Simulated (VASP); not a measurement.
# InSb (P4/mmm) in VASP: notebook

Runs on InSb. Level: LDA. Tasks: single point.

Program: VASP 6.6.1. These are calculated values, not measurements. Logs are shortened: lines on timing, memory, paths and dates and some standing lists are left out, and cuts for length are marked.

## (1) The cell of the first run

Symmetry: P4/mmm, No. 123, tetragonal system. The conventional cell has a = 2.868 Å, b = 2.868 Å, c = 6.108 Å, α = 90.00°, β = 90.00°, γ = 90.00°. In (site symmetry 4/mmm) has 4 In at 2.87 Å and 2 Sb at 3.05 Å within 3.8 Å. Sb (site symmetry 4/mmm) has 4 Sb at 2.87 Å and 2 In at 3.05 Å within 3.8 Å.

## (2) Single point, LDA (25.11 Å³/atom)

Contents of INCAR:

```
ALGO     = Normal         # electronic algorithm
EDIFF    = 1E-6           # SCF threshold, eV
ENCUT    = 520            # plane-wave cutoff, eV
ISIF     = 2              # what is computed and relaxed
ISMEAR   = 0              # smearing method
LASPH    = True           # aspherical terms in the spheres
LCHARG   = True           # write CHGCAR
LELF     = True           # ELF
LREAL    = False          # projectors in reciprocal space
LVHAR    = True         
LWAVE    = False          # write WAVECAR
NBANDS   = 16             # bands
NELM     = 60             # most SCF steps
PREC     = Accurate       # precision mode
SIGMA    = 0.15           # smearing width, eV
```

Contents of KPOINTS:

```
k-points
0
Gamma
  16 16 8
```

Contents of POSCAR:

```
InSb
1.0
    2.8676300733      0.0000000000      0.0000000000
    0.0000000000      2.8676300733      0.0000000000
    0.0000000000      0.0000000000      6.1077652931
In Sb
1 1
Direct
    0.0000000000      0.0000000000      0.0000000000
    0.0000000000      0.0000000000      0.5000000000
```

Potentials or basis: VASP PAW LDA potentials, release 64 (In_d, Sb).

The run is started by

```console
> cat potpaw_LDA.64/In_d/POTCAR potpaw_LDA.64/Sb/POTCAR > POTCAR
> mpirun -np 1 vasp_std > vasp.out
```

OUTCAR:

```text
EDIFF = 1E-6
   ENCUT = 520
   ISIF = 2
   ISMEAR = 0
   LASPH = True
   LREAL = False
   NELM = 60
   PREC = Accurate

 ion  position               nearest neighbor table
   1  0.000  0.000  0.000-   2 3.05   2 3.05
   2  0.000  0.000  0.500-   1 3.05   1 3.05

  LATTYP: Found a simple tetragonal cell.
 ALAT       =     2.8676300733
 C/A-ratio  =     2.1299000000

  Lattice vectors:

 A1 = (   2.8676300733,   0.0000000000,   0.0000000000)
 A2 = (   0.0000000000,   2.8676300733,   0.0000000000)
 A3 = (   0.0000000000,   0.0000000000,   6.1077652931)

Analysis of symmetry for initial positions (statically):
=====================================================================
 Subroutine PRICEL returns:
 Original cell was already a primitive cell.

 Routine SETGRP: Setting up the symmetry group for a
 simple tetragonal supercell.

 Subroutine GETGRP returns: Found 16 space group operations
 (whereof 16 operations were pure point group operations)
 out of a pool of 16 trial point group operations.

The static configuration has the point symmetry D_4h.

Analysis of symmetry for dynamics (positions and initial velocities):
=====================================================================
 Subroutine PRICEL returns:
 Original cell was already a primitive cell.

 Routine SETGRP: Setting up the symmetry group for a
 simple tetragonal supercell.

 Subroutine GETGRP returns: Found 16 space group operations
 (whereof 16 operations were pure point group operations)
 out of a pool of 16 trial point group operations.

The dynamic configuration has the point symmetry D_4h.

 Subroutine INISYM returns: Found 16 space group operations
 (whereof 16 operations are pure point group operations),
 and found     1 'primitive' translations

----------------------------------------------------------------------------------------

                                     Primitive cell

  volume of cell :      50.2260

  direct lattice vectors                    reciprocal lattice vectors
     2.867630073  0.000000000  0.000000000     0.348720014  0.000000000  0.000000000
     0.000000000  2.867630073  0.000000000     0.000000000  0.348720014  0.000000000
     0.000000000  0.000000000  6.107765293     0.000000000  0.000000000  0.163726003

  length of vectors
     2.867630073  2.867630073  6.107765293     0.348720014  0.348720014  0.163726003

[... 79 lines left out ...]
   NELM   =     60;   NELMIN=  2; NELMDL= -5     # of ELM steps
   EDIFF  = 0.1E-05   stopping-criterion for ELM
   LREAL  =      F    real-space projection
   EDIFFG = 0.1E-04   stopping-criterion for IOM
   NSW    =      0    number of steps for IOM
   IBRION =     -1    ionic relax: 0-MD 1-quasi-New 2-CG
   NFREE  =      0    steps in history (QN), initial steepest desc. (CG)
   ISIF   =      2    stress and relaxation
   ISYM   =      2    0-nonsym 1-usesym 2-fastsym
   POTIM  = 0.5000    time-step for ionic-motion
   TEBEG  =    0.0;   TEEND  =   0.0 temperature during run
   PSTRESS=    0.0 pullay stress
   NELECT =      18.0000    total number of electrons
   NUPDOWN=      -1.0000    fix difference up-down
   EMIN   =  10.00;   EMAX   =-10.00  energy-range for DOS
   EFERMI =   0.00;   METHOD = LEGACY
   ISMEAR =     0;   SIGMA  =   0.15  broadening in eV -4-tet -1-fermi 0-gaus
   EFERMI_NEDOS =   21; number of points for ismear=-14 and -15
   IALGO  =     38    algorithm
   IMIX   =      4    mixing-type and parameters
     AMIX     =   0.40;   BMIX     =  1.00
     AMIX_MAG =   1.60;   BMIX_MAG =  1.00
  volume/ion in A,a.u.               =      25.11       169.47
  Fermi-wavevector in a.u.,A,eV,Ry     =   1.162848  2.197463 18.397996  1.352215
  Thomas-Fermi vector in A             =   2.299404
   LORBIT       =      0    0 simple, 1 ext, 2 COOP (PROOUT), +10 PAW based schemes
   GGA     = CA    functional components
   LHFCALC =     F    Hartree Fock is set to
   AEXX    =    0.0000 exact exchange contribution
   IVDW    =     0    specifies the selected vdW correction
   LEPSILON=     F    determine dielectric tensor
   LRPA    =     F    only Hartree local field effects (RPA)
 non-spin polarized calculation
 Gauss-broadening in eV      SIGMA  =   0.15
  energy-cutoff  :      520.00
  volume of cell :       50.23
 maximum number of plane-waves:      1387
 NGX is ok and might be reduce to    24
   NGX = 11   NGY = 11   NGZ = 23

 number of electron      17.9999997 magnetization

 Free energy of the ion-electron system (eV)
  ---------------------------------------------------
  ext. energy  EPLUGINS =         0.00000000
  ---------------------------------------------------
  free energy    TOTEN  =        -7.82924655 eV

  energy without entropy =       -7.81931821  energy(sigma->0) =       -7.82428238

 E-fermi :   8.4187     XC(G=0): -10.5832

 val. band max:        8.4170948410   @ k =   0.4375   0.3750   0.1250
 cond. band min:       8.4211881712   @ k =   0.4375   0.4375   0.0000
 fundamental gap:      0.0040933302
 Fermi energy:         8.4187029482

 k-point     1 :       0.0000    0.0000    0.0000
  band No.  band energies     occupation
      1      -6.9405      2.00000
      2      -6.6029      2.00000
      3      -5.9755      2.00000
      4      -5.9755      2.00000
      5      -5.8139      2.00000
      6      -4.4409      2.00000
[... 433 lines left out ...]
      3      -6.2079      2.00000
      4      -5.9985      2.00000
      5      -5.9048      2.00000
      6      -0.5517      2.00000
[... 8 lines left out ...]
     15      20.0097      0.00000
     16      20.0143      0.00000

 [... further k-points ...]

------------------------ aborting loop because EDIFF is reached ----------------------------------------

  FORCE on cell =-STRESS in cart. coord.  units (eV):
  Direction    XX          YY          ZZ          XY          YZ          ZX
  --------------------------------------------------------------------------------------
  -------------------------------------------------------------------------------------
  Total        2.9837882      2.9837882      0.1373587      0.0000000      0.0000000     -0.0000000
  in kB       95.1809389     95.1809389      4.3816561      0.0000000      0.0000000     -0.0000000
  external PRESSURE =      64.9145113 kB  Pullay stress =       0.0000000 kB

 VOLUME and BASIS-vectors are now :
 -----------------------------------------------------------------------------
  energy-cutoff  :      520.00
  volume of cell :       50.23
      direct lattice vectors                 reciprocal lattice vectors
     2.867630073  0.000000000  0.000000000     0.348720014  0.000000000  0.000000000
     0.000000000  2.867630073  0.000000000     0.000000000  0.348720014  0.000000000
     0.000000000  0.000000000  6.107765293     0.000000000  0.000000000  0.163726003

 POSITION                                       TOTAL-FORCE (eV/Angst)
 -----------------------------------------------------------------------------------
      0.00000      0.00000      0.00000         0.000000      0.000000      0.000000
      0.00000      0.00000      3.05388         0.000000      0.000000      0.000000
 -----------------------------------------------------------------------------------
    total drift:                                0.000000     -0.000000     -0.000000

  FREE ENERGIE OF THE ION-ELECTRON SYSTEM (eV)
  ---------------------------------------------------
  free  energy   TOTEN  =        -7.8292465469 eV

  energy  without entropy=       -7.8193182141  energy(sigma->0) =       -7.82428238
```

stdout:

```text
POSCAR found type information on POSCAR InSb
 POSCAR found :  2 types and       2 ions
 scaLAPACK will be used
 LDA part: xc-table for (Slater(with rela. corr.)+CA(PZ))
 , standard interpolation
 POSCAR, INCAR and KPOINTS ok, starting setup
 FFT: planning ... GRIDC
 FFT: planning ... GRID_SOFT
 FFT: planning ... GRID
 WAVECAR not read
 entering main loop
```

Wall time 73 s (1 thread of Intel Xeon Platinum 8375C at 2.90GHz (Ice Lake), shared host); peak memory 0.3 GiB.

Results:

* Free energy: -7.8292 eV
* Pressure: 6.5 GPa
* Band gap on the k mesh: zero (bands 9 and 10 overlap by 6.86 eV)

Caveat: the cell stands under pressure; spin-orbit coupling is left out, which moves the levels of the heavy elements.

(Part 1 of 2 ends here.)
